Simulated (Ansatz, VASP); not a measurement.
Two plane-wave programs on Sb

```
Sb
1.0
     2.15060    1.24165    3.80016
    -2.15060    1.24165    3.80016
     0.00000   -2.48330    3.80016
Sb
2
Cartesian
  0.0000 0.0000 2.6636
  0.0000 0.0000 8.7369
```

Change from the starting cell: strain +0.000 along x and y, +0.015 along z, atoms carried along.

Alike in both runs: task single point; functional PBEsol; k mesh 12 × 12 × 12; occupations gaussian, width 0.15 eV; no spin polarisation.

|  | VASP | Ansatz |
| --- | --- | --- |
| version | VASP 6.6.1 | Ansatz 0.2.0 |
| potentials or method | VASP PAW PBE potentials, release 64 (Sb), cutoff 520 eV | scalar-relativistic, plane waves, PAW |
| valence electrons in the cell | 10 | 30 |

VASP gave:

```
gap on the k mesh at the Fermi level (eV)                     : none
pressure (GPa)                                                : -0.2
traceless stress, the component that is largest in VASP (GPa) : -0.63
rms of the force components (eV/Å)                            : 0.070
```

Task: Estimate Ansatz's values.

Result: gap on the k mesh at the Fermi level (eV): none; pressure (GPa): -0.4; traceless stress, the component that is largest in VASP (GPa): -0.59; rms of the force components (eV/Å): 0.038.

VASP's potentials were made for PBE, not for PBEsol. Atom by atom the forces differ by 0.032 eV/Å (rms over components). A gap of «none» marks a metal or a gap that the smearing closes. VASP's potentials hold 10 valence electrons a cell and Ansatz's 30, so a difference there can come from the potentials and not from the codes.

Neither program's run includes spin-orbit coupling.
